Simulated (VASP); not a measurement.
# InAs (F-43m) in VASP: further runs

The runs below take InAs through relaxation of cell and atoms, with PBEsol.

Program: VASP 6.6.1. These are calculated values, not measurements. Logs are shortened: lines on timing, memory, paths and dates and some standing lists are left out, and cuts for length are marked.

### Step 1. The cell of the first run

Symmetry: F-43m, No. 216, cubic system. The conventional cell has a = 6.088 Å, b = 6.088 Å, c = 6.088 Å, α = 90.00°, β = 90.00°, γ = 90.00°. Within 3.5 Å of In (site symmetry -43m) lie 4 As at 2.64 Å. As (site symmetry -43m) has 4 In at 2.64 Å within 3.5 Å.

### Step 2. Relaxation of cell and atoms, PBEsol

File INCAR:

```
SYSTEM = InAs
ALGO = Normal
EDIFF = 1E-7
EDIFFG = -0.001
ENCUT = 600
GGA = PS
IBRION = 2
ISIF = 3
ISMEAR = -1
LASPH = .True.
LCHARG = .False.
LREAL = .False.
LWAVE = .False.
NELM = 80
NSW = 80
PREC = Accurate
SIGMA = 0.15
```

File KPOINTS:

```
k-points
0
Gamma
  12 12 12
  0 0 0
```

File POSCAR:

```
InAs
1.0
    0.0000000000      3.0437950975      3.0437950975
    3.0437950975      0.0000000000      3.0437950975
    3.0437950975      3.0437950975      0.0000000000
In As
1 1
Direct
    0.2500000000      0.2500000000      0.2500000000
    0.0000000000      0.0000000000      0.0000000000
```

Potentials or basis: VASP PAW PBE potentials, release 64 (In_d, As).

Launch:

```
$ cat potpaw_PBE.64/In_d/POTCAR potpaw_PBE.64/As/POTCAR > POTCAR
$ mpirun -np 1 vasp_std > vasp.out
```

OUTCAR:

```text
SYSTEM = InAs
   EDIFF = 1E-7
   EDIFFG = -0.001
   ENCUT = 600
   GGA = PS
   IBRION = 2
   ISIF = 3
   ISMEAR = -1
   LASPH = .True.
   LREAL = .False.
   NELM = 80
   NSW = 80
   PREC = Accurate

 ion  position               nearest neighbor table
   1  0.250  0.250  0.250-   2 2.64   2 2.64   2 2.64   2 2.64
   2  0.000  0.000  0.000-   1 2.64   1 2.64   1 2.64   1 2.64

  LATTYP: Found a face centered cubic cell.
 ALAT       =     6.0875901950

  Lattice vectors:

 A1 = (   0.0000000000,   3.0437950975,   3.0437950975)
 A2 = (   3.0437950975,   0.0000000000,   3.0437950975)
 A3 = (   3.0437950975,   3.0437950975,   0.0000000000)

Analysis of symmetry for initial positions (statically):
=====================================================================
 Subroutine PRICEL returns:
 Original cell was already a primitive cell.

 Routine SETGRP: Setting up the symmetry group for a
 face centered cubic supercell.

 Subroutine GETGRP returns: Found 24 space group operations
 (whereof 24 operations were pure point group operations)
 out of a pool of 48 trial point group operations.

The static configuration has the point symmetry T_d .

Analysis of symmetry for dynamics (positions and initial velocities):
=====================================================================
 Subroutine PRICEL returns:
 Original cell was already a primitive cell.

 Routine SETGRP: Setting up the symmetry group for a
 face centered cubic supercell.

 Subroutine GETGRP returns: Found 24 space group operations
 (whereof 24 operations were pure point group operations)
 out of a pool of 48 trial point group operations.

The dynamic configuration has the point symmetry T_d .

 Subroutine INISYM returns: Found 24 space group operations
 (whereof 24 operations are pure point group operations),
 and found     1 'primitive' translations

----------------------------------------------------------------------------------------

                                     Primitive cell

  volume of cell :      56.3996

  direct lattice vectors                    reciprocal lattice vectors
     0.000000000  3.043795097  3.043795097    -0.164268613  0.164268613  0.164268613
     3.043795097  0.000000000  3.043795097     0.164268613 -0.164268613  0.164268613
     3.043795097  3.043795097  0.000000000     0.164268613  0.164268613 -0.164268613

  length of vectors
     4.304576308  4.304576308  4.304576308     0.284521584  0.284521584  0.284521584

  position of ions in fractional coordinates (direct lattice)
     0.250000000  0.250000000  0.250000000
     0.000000000  0.000000000  0.000000000

  ion indices of the primitive-cell ions
   primitive index   ion index
                 1           1
                 2           2

----------------------------------------------------------------------------------------

 KPOINTS: k-points

Automatic generation of k-mesh.
 Grid dimensions read from file:
 generate k-points for:   12   12   12

 Generating k-lattice:

  Cartesian coordinates                     Fractional coordinates (reciprocal lattice)
    -0.013689051  0.013689051  0.013689051     0.083333333  0.000000000  0.000000000
     0.013689051 -0.013689051  0.013689051     0.000000000  0.083333333  0.000000000
     0.013689051  0.013689051 -0.013689051     0.000000000  0.000000000  0.083333333

  Length of vectors
     0.023710132  0.023710132  0.023710132

  Shift w.r.t. Gamma in fractional coordinates (k-lattice)
     0.000000000  0.000000000  0.000000000

 Subroutine IBZKPT returns following result:
 ===========================================

 Found     72 irreducible k-points:

 Following reciprocal coordinates:
            Coordinates               Weight
  0.000000  0.000000  0.000000      1.000000
  0.083333  0.000000  0.000000      8.000000
  0.166667  0.000000  0.000000      8.000000
  0.250000  0.000000  0.000000      8.000000
  0.333333  0.000000  0.000000      8.000000
  0.416667  0.000000  0.000000      8.000000
[... 16 lines left out ...]
  0.500000  0.166667  0.000000     24.000000
 -0.416667  0.166667  0.000000     24.000000
 [... further k-points ...]
   k-points           NKPTS =     72   k-points in BZ     NKDIM =     72   number of bands    NBANDS=     13
   number of dos      NEDOS =    301   number of ions     NIONS =      2
   total plane-waves  NPLWV =  46656
   dimension x,y,z NGX =    36 NGY =   36 NGZ =   36
   dimension x,y,z NGXF=    72 NGYF=   72 NGZF=   72
   ions per type =               1   1
   NGX,Y,Z   is equivalent  to a cutoff of  13.90, 13.90, 13.90 a.u.
   NGXF,Y,Z  is equivalent  to a cutoff of  27.81, 27.81, 27.81 a.u.
 SYSTEM =  InAs
   PREC   = accura    normal or accurate (medium, high low for compatibility)
   ISTART =      0    job   : 0-new  1-cont  2-samecut
   ICHARG =      2    charge: 1-file 2-atom 10-const
   ISPIN  =      1    spin polarized calculation?
   LNONCOLLINEAR =      F non collinear calculations
   LSORBIT =      F    spin-orbit coupling
   LASPH  =      T    aspherical Exc in radial PAW
   ENCUT  =  600.0 eV  44.10 Ry    6.64 a.u.   8.60  8.60  8.60*2*pi/ulx,y,z
   NELM   =     80;   NELMIN=  2; NELMDL= -5     # of ELM steps
   EDIFF  = 0.1E-06   stopping-criterion for ELM
   LREAL  =      F    real-space projection
   EDIFFG = -.1E-02   stopping-criterion for IOM
   NSW    =     80    number of steps for IOM
   IBRION =      2    ionic relax: 0-MD 1-quasi-New 2-CG
   NFREE  =      1    steps in history (QN), initial steepest desc. (CG)
   ISIF   =      3    stress and relaxation
   ISYM   =      2    0-nonsym 1-usesym 2-fastsym
   POTIM  = 0.5000    time-step for ionic-motion
   TEBEG  =    0.0;   TEEND  =   0.0 temperature during run
   PSTRESS=    0.0 pullay stress
   NELECT =      18.0000    total number of electrons
   NUPDOWN=      -1.0000    fix difference up-down
   EMIN   =  10.00;   EMAX   =-10.00  energy-range for DOS
   EFERMI =   0.00;   METHOD = LEGACY
   ISMEAR =    -1;   SIGMA  =   0.15  broadening in eV -4-tet -1-fermi 0-gaus
   EFERMI_NEDOS =   21; number of points for ismear=-14 and -15
   IALGO  =     38    algorithm
   IMIX   =      4    mixing-type and parameters
     AMIX     =   0.40;   BMIX     =  1.00
     AMIX_MAG =   1.60;   BMIX_MAG =  1.00
  volume/ion in A,a.u.               =      28.20       190.30
  Fermi-wavevector in a.u.,A,eV,Ry     =   1.118769  2.114166 17.029638  1.251643
  Thomas-Fermi vector in A             =   2.255402
   LORBIT       =      0    0 simple, 1 ext, 2 COOP (PROOUT), +10 PAW based schemes
   GGA     = PS    functional components
   LHFCALC =     F    Hartree Fock is set to
   AEXX    =    0.0000 exact exchange contribution
   IVDW    =     0    specifies the selected vdW correction
   LEPSILON=     F    determine dielectric tensor
   LRPA    =     F    only Hartree local field effects (RPA)
 conjugate gradient relaxation of ions
 non-spin polarized calculation
  energy-cutoff  :      600.00
  volume of cell :       56.40
 maximum number of plane-waves:      1900
   NGX = 17   NGY = 17   NGZ = 17

--------------------------------------- Ionic step        1  -------------------------------------------

 number of electron      18.0000004 magnetization

 Free energy of the ion-electron system (eV)
  ---------------------------------------------------
  ext. energy  EPLUGINS =         0.00000000
  ---------------------------------------------------
  free energy    TOTEN  =        -8.49208078 eV

  energy without entropy =       -8.48846456  energy(sigma->0) =       -8.49027267

------------------------ aborting loop because EDIFF is reached ----------------------------------------

  FORCE on cell =-STRESS in cart. coord.  units (eV):
  Direction    XX          YY          ZZ          XY          YZ          ZX
  --------------------------------------------------------------------------------------
  -------------------------------------------------------------------------------------
  Total        0.0377283      0.0377283      0.0377283     -0.0000000     -0.0000000     -0.0000000
  in kB        1.0717706      1.0717706      1.0717706     -0.0000000     -0.0000000     -0.0000000
  external PRESSURE =       1.0717706 kB  Pullay stress =       0.0000000 kB
[... 57 lines left out ...]
  energy  without entropy=       -8.4884249814  energy(sigma->0) =       -8.49026837

--------------------------------------- Ionic step        3  -------------------------------------------

 number of electron      18.0000003 magnetization

 Free energy of the ion-electron system (eV)
  ---------------------------------------------------
  ext. energy  EPLUGINS =         0.00000000
  ---------------------------------------------------
  free energy    TOTEN  =        -8.49211791 eV

  energy without entropy =       -8.48845148  energy(sigma->0) =       -8.49028469

 E-fermi :   4.5195     XC(G=0):  -9.1887

 val. band max:        4.1519885164   @ k =   0.0000   0.0000   0.0000
 cond. band min:       4.8608340205   @ k =   0.0833   0.0000   0.0000
 fundamental gap:      0.7088455041
 Fermi energy:         4.5195478213

 k-point     1 :       0.0000    0.0000    0.0000
  band No.  band energies     occupation
      1     -10.1348      2.00000
      2     -10.1348      2.00000
      3     -10.1348      2.00000
      4     -10.0157      2.00000
      5     -10.0157      2.00000
      6      -7.5975      2.00000
      7       3.7587      1.98754
      8       4.1520      1.84118
      9       4.1520      1.84118
     10       4.1520      1.84118
     11       7.9992      0.00000
     12       7.9992      0.00000
     13       7.9992      0.00000
[... 353 lines left out ...]
 k-point    24 :      -0.4167    0.1667    0.0000
  band No.  band energies     occupation
      1     -10.2605      2.00000
      2     -10.0992      2.00000
      3     -10.0936      2.00000
      4     -10.0151      2.00000
      5     -10.0099      2.00000
      6      -6.0354      2.00000
      7      -1.4245      2.00000
      8       1.7894      2.00000
      9       2.9149      1.99995
     10       6.2575      0.00002
     11       8.4085      0.00000
     12       9.4815      0.00000
     13      10.9482      0.00000

 [... further k-points ...]
[... 5 lines left out ...]
  --------------------------------------------------------------------------------------
  -------------------------------------------------------------------------------------
  Total       -0.0005718     -0.0005718     -0.0005718      0.0000000      0.0000000     -0.0000000
  in kB       -0.0162115     -0.0162115     -0.0162115      0.0000000      0.0000000     -0.0000000
  external PRESSURE =      -0.0162115 kB  Pullay stress =       0.0000000 kB
[... 17 lines left out ...]
  FREE ENERGIE OF THE ION-ELECTRON SYSTEM (eV)
  ---------------------------------------------------
  free  energy   TOTEN  =        -8.4921179081 eV

  energy  without entropy=       -8.4884514778  energy(sigma->0) =       -8.49028469

 reached required accuracy - stopping structural energy minimisation
```

It took 3.5 min on 1 thread of Intel Xeon 8259CL, shared host; peak memory 0.26 GiB.

Results:

| Quantity | Value |
| --- | --- |
| Free energy | -8.4921 eV |
| Relaxed volume | 28.25 Å³/atom |
| Relaxed cell | a = 4.307 Å, b = 4.307 Å, c = 4.307 Å, α = 60.00°, β = 60.00°, γ = 60.00° |
| Space group after relaxing (to 0.1 Å) | F-43m (No. 216) |
| Energy gained by relaxing | 0.0 meV/atom |
| Ionic steps | 3 |
| Pressure after relaxing | 0.0 GPa |
| Band gap on the k mesh | zero (filled and empty bands touch) |

Final structure:
```xyz
2
Lattice="0.0000 3.0458 3.0458 3.0458 0.0000 3.0458 3.0458 3.0458 0.0000" Properties=species:S:1:pos:R:3 pbc="T T T"
In    1.5229    1.5229    1.5229
As    0.0000    0.0000    0.0000
```

Caveat: semilocal functionals underestimate gaps, so a narrow gap can read as zero; the PAW data sets were made with another functional, which shifts forces and pressure a little; spin-orbit coupling is left out, which moves the levels of the heavy elements.

### Step 3. Relaxation of cell and atoms, PBEsol

This run uses another cell than the first one, of 28.47 Å³/atom.

File INCAR:

```
ALGO = Normal
EDIFF = 1E-6
EDIFFG = -0.002
ENCUT = 600
GGA = PS
IBRION = 2
ISIF = 3
ISMEAR = 0
LASPH = True
LCHARG = False
LREAL = False
LWAVE = False
NELM = 100
NSW = 100
PREC = Accurate
SIGMA = 0.1
```

File KPOINTS:

```
k-points
0
Gamma
  12 12 12
```

File POSCAR:

```
InAs
1.0
    0.0000000000      3.0535616600      3.0535616600
    3.0535616600      0.0000000000      3.0535616600
    3.0535616600      3.0535616600      0.0000000000
In As
1 1
Direct
    0.2500000000      0.2500000000      0.2500000000
    0.0000000000      0.0000000000      0.0000000000
```

Potentials or basis: VASP PAW PBE potentials, release 64 (In_d, As).

Launch:

```
$ cat potpaw_PBE.64/In_d/POTCAR potpaw_PBE.64/As/POTCAR > POTCAR
$ mpirun -np 1 vasp_std > vasp.out
```

OUTCAR:

```text
EDIFF = 1E-6
   EDIFFG = -0.002
   ENCUT = 600
   GGA = PS
   IBRION = 2
   ISIF = 3
   ISMEAR = 0
   LASPH = True
   LREAL = False
   NELM = 100
   NSW = 100
   PREC = Accurate

 ion  position               nearest neighbor table
   1  0.250  0.250  0.250-   2 2.64   2 2.64   2 2.64   2 2.64
   2  0.000  0.000  0.000-   1 2.64   1 2.64   1 2.64   1 2.64

  LATTYP: Found a face centered cubic cell.
 ALAT       =     6.1071233200

  Lattice vectors:

 A1 = (   0.0000000000,   3.0535616600,   3.0535616600)
 A2 = (   3.0535616600,   0.0000000000,   3.0535616600)
 A3 = (   3.0535616600,   3.0535616600,   0.0000000000)

Analysis of symmetry for initial positions (statically):
=====================================================================
 Subroutine PRICEL returns:
 Original cell was already a primitive cell.

 Routine SETGRP: Setting up the symmetry group for a
 face centered cubic supercell.

 Subroutine GETGRP returns: Found 24 space group operations
 (whereof 24 operations were pure point group operations)
 out of a pool of 48 trial point group operations.

The static configuration has the point symmetry T_d .

Analysis of symmetry for dynamics (positions and initial velocities):
=====================================================================
 Subroutine PRICEL returns:
 Original cell was already a primitive cell.

[... 406 lines left out ...]
--------------------------------------- Ionic step        8  -------------------------------------------

 number of electron      18.0000003 magnetization

 Free energy of the ion-electron system (eV)
  ---------------------------------------------------
  ext. energy  EPLUGINS =         0.00000000
  ---------------------------------------------------
  free energy    TOTEN  =        -8.49107014 eV

  energy without entropy =       -8.49091699  energy(sigma->0) =       -8.49099356

 E-fermi :   4.2137     XC(G=0):  -9.1887

 val. band max:        4.1530522591   @ k =   0.0000   0.0000   0.0000
 cond. band min:       4.8618912526   @ k =   0.0833   0.0000   0.0000
 fundamental gap:      0.7088389936
 Fermi energy:         4.2136577977

 k-point     1 :       0.0000    0.0000    0.0000
  band No.  band energies     occupation
      1     -10.1348      2.00000
      2     -10.1348      2.00000
      3     -10.1348      2.00000
      4     -10.0157      2.00000
      5     -10.0157      2.00000
      6      -7.5968      2.00000
      7       3.7597      2.00000
      8       4.1531      1.60861
      9       4.1531      1.60861
     10       4.1531      1.60861
     11       7.9999      0.00000
     12       7.9999      0.00000
     13       7.9999      0.00000
[... 354 lines left out ...]
  band No.  band energies     occupation
      1     -10.2604      2.00000
      2     -10.0991      2.00000
      3     -10.0936      2.00000
      4     -10.0151      2.00000
      5     -10.0099      2.00000
      6      -6.0345      2.00000
      7      -1.4241      2.00000
      8       1.7902      2.00000
      9       2.9157      2.00000
     10       6.2584      0.00000
     11       8.4092      0.00000
     12       9.4823      0.00000
     13      10.9493      0.00000

 [... further k-points ...]
[... 5 lines left out ...]
  --------------------------------------------------------------------------------------
  -------------------------------------------------------------------------------------
  Total       -0.0039151     -0.0039151     -0.0039151      0.0000000      0.0000000      0.0000000
  in kB       -0.1110069     -0.1110069     -0.1110069      0.0000000      0.0000000      0.0000000
  external PRESSURE =      -0.1110069 kB  Pullay stress =       0.0000000 kB
[... 17 lines left out ...]
  FREE ENERGIE OF THE ION-ELECTRON SYSTEM (eV)
  ---------------------------------------------------
  free  energy   TOTEN  =        -8.4910701387 eV

  energy  without entropy=       -8.4909169888  energy(sigma->0) =       -8.49099356

 reached required accuracy - stopping structural energy minimisation
```

CONTCAR:

```text
InAs
   1.00000000000000
     0.0000000000000000    3.0457182075709581    3.0457182075709581
     3.0457182075709581    0.0000000000000000    3.0457182075709581
     3.0457182075709581    3.0457182075709581    0.0000000000000000
  In              As
     1     1
Direct
     0.2500000000000000    0.2500000000000000    0.2500000000000000
     0.0000000000000000    0.0000000000000000    0.0000000000000000

  0.00000000E+00  0.00000000E+00  0.00000000E+00
  0.00000000E+00  0.00000000E+00  0.00000000E+00
```

It took 4.5 min on 1 thread of Intel Xeon 8259CL, shared host; peak memory 0.26 GiB.

Results:

```yaml
Free_energy: -8.4911 eV
Relaxed_volume: 28.25 Å³/atom
Relaxed_cell: a = 4.307 Å, b = 4.307 Å, c = 4.307 Å, α = 60.00°, β = 60.00°, γ = 60.00°
Space_group_after_relaxing_to_0.1_Å: F-43m (No. 216)
Energy_gained_by_relaxing: 0.3 meV/atom
Ionic_steps: 8
Pressure_after_relaxing: 0.0 GPa
Band_gap_on_the_k_mesh: zero (filled and empty bands touch)
```

The path:
```
step  energy change (eV)  largest force (eV/Å)  pressure (GPa)  volume (Å³)
   1              0.0000                0.0000           -0.44        56.94
   2             -0.0005                0.0000            0.20        56.30
   3             -0.0006                0.0000            0.01        56.50
   4             -0.0006                0.0000           -0.01        56.51
   5             -0.0006                0.0000           -0.02        56.51
   6             -0.0006                0.0000           -0.02        56.51
   7             -0.0006                0.0000           -0.01        56.51
   8             -0.0006                0.0000           -0.01        56.51
```

Final structure:
```
In As
1.0
     0.00000    3.04572    3.04572
     3.04572    0.00000    3.04572
     3.04572    3.04572    0.00000
In As
1 1
Direct
  0.25000 0.25000 0.25000
  0.00000 0.00000 0.00000
```

Levels at points of the mesh, in eV from the Fermi level:
```tsv
k point	band 7	band 8	band 9	band 10	band 11	band 12
(0.00, 0.00, 0.00)	-0.45	-0.06	-0.06	-0.06	3.79	3.79
(0.50, 0.00, 0.00)	-5.76	-1.03	-1.03	0.77	4.55	4.55
(0.50, 0.50, 0.00)	-5.85	-2.33	-2.33	1.42	1.92	8.87
```

Caveat: semilocal functionals underestimate gaps, so a narrow gap can read as zero; the PAW data sets were made with another functional, which shifts forces and pressure a little; spin-orbit coupling is left out, which moves the levels of the heavy elements.
